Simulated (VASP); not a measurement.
Set up this calculation in VASP 6.6.1, as the native input.

- Task: relaxation of cell and atoms
- Functional: SCAN
- Potentials or basis: VASP PAW PBE potentials, release 64 (Ir)
- Cutoff: 370 eV
- k mesh: 16 × 16 × 16
- Occupations: gaussian, width 0.15 eV
- Spin: no spin polarisation
- Tolerance level: tight
- Purpose: cell
- Passes: 1
- Further INCAR settings: PREC = Normal; ALGO = Normal; EDIFF = 1e-06

Crystal: Ir.

```
CELL_PARAMETERS angstrom
0.00000 1.93457 1.93457
1.93457 0.00000 1.93457
1.93457 1.93457 0.00000
ATOMIC_POSITIONS crystal
Ir 0.00000 0.00000 0.00000
```

One way to write it, as run:

POSCAR

```
Ir
1.0
    0.0000000000      1.9345675702      1.9345675702
    1.9345675702      0.0000000000      1.9345675702
    1.9345675702      1.9345675702      0.0000000000
Ir
1
Direct
    0.0000000000      0.0000000000      0.0000000000
```

INCAR.step1

```
SYSTEM = Ir
METAGGA = SCAN
ISMEAR = 0
SIGMA = 0.15
LWAVE = .FALSE.
LCHARG = .FALSE.
NSW = 80
PREC = Normal
LASPH = .TRUE.
LREAL = .FALSE.
ALGO = Normal
EDIFF = 1E-6
NELM = 120
GGA_COMPAT = .FALSE.
IBRION = 2
ISIF = 3
EDIFFG = -0.05
NELMIN = 4
ENCUT = 370
LMIXTAU = .TRUE.
KPAR = 2
POTIM = 0.5
```

INCAR.step2

```
SYSTEM = Ir
METAGGA = SCAN
ISMEAR = 0
SIGMA = 0.15
LWAVE = .FALSE.
LCHARG = .FALSE.
PREC = Normal
LASPH = .TRUE.
LREAL = .FALSE.
ALGO = Normal
EDIFF = 1E-6
NELM = 120
GGA_COMPAT = .FALSE.
ISIF = 2
ENCUT = 370
LMIXTAU = .TRUE.
KPAR = 2
```

KPOINTS

```
Automatic mesh
0
Gamma
  16 16 16
  0 0 0
```

Potentials or basis: VASP PAW PBE potentials, release 64 (Ir).

The run is started by

```bash
$ cat potpaw_PBE.64/Ir/POTCAR > POTCAR
$ cp INCAR.step1 INCAR
$ cp POSCAR.step1 POSCAR
$ mpirun -np 2 vasp_std > vasp.out
$ cp CONTCAR POSCAR
$ cp INCAR.step2 INCAR
$ mpirun -np 2 vasp_std > vasp.out
```

It gave:

The relaxed volume is 13.60 Å³/atom. The relaxed cell is a = 2.680 Å, b = 2.680 Å, c = 2.680 Å, α = 60.00°, β = 60.00°, γ = 60.00°. The space group after relaxing (to 0.1 Å) is Fm-3m (No. 225) and the energy gained by relaxing is 62.3 meV/atom. The ionic steps are 5 and the pressure after relaxing is -0.1 GPa. The band gap on the k mesh is zero (an odd number of electrons rules out a gap without spin polarisation).

Caveat: the PAW data sets were made with another functional, which shifts forces and pressure a little; spin-orbit coupling is left out, which moves the levels of the heavy elements.

It took 46 s on 2 MPI ranks on Intel(R) Xeon(R) 6975P-C (Granite Rapids) (shared host), peak memory 0.11 GiB a rank.
